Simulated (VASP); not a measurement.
Input of a VASP 6.6.1 run:

The input INCAR:

```
SYSTEM = Si
  ALGO = Normal
  EDIFF = 1E-6
  ENCUT = 520
  GGA = PE
  ISIF = 2
  ISMEAR = 0
  LASPH = .True.
  LCHARG = .True.
  LELF = .True.
  LREAL = .False.
  LVHAR = .True.
  LWAVE = .False.
  NBANDS = 11
  NELM = 100
  PREC = Accurate
  SIGMA = 0.01
```

KPOINTS

```
k-points
0
Gamma
  6 6 6
  0 0 0
```

POSCAR

```
Si
1.0
    0.0000000000      2.5935009837      2.5935009837
    2.5935009837      0.0000000000      2.5935009837
    2.5935009837      2.5935009837      0.0000000000
Si
2
Direct
    0.7500000000      0.7500000000      0.7500000000
    0.5000000000      0.5000000000      0.5000000000
```

Potentials or basis: VASP PAW PBE potentials, release 64 (Si).

Command:

```console
$ cat potpaw_PBE.64/Si/POTCAR > POTCAR
$ mpirun -np 1 vasp_std > vasp.out
```

(1) What does it give for the pressure?

(2) Estimate the band gap on the k mesh.

Answers

(1) 19.9 GPa.

(2) 0.39 eV, indirect (least direct gap 2.60 eV).
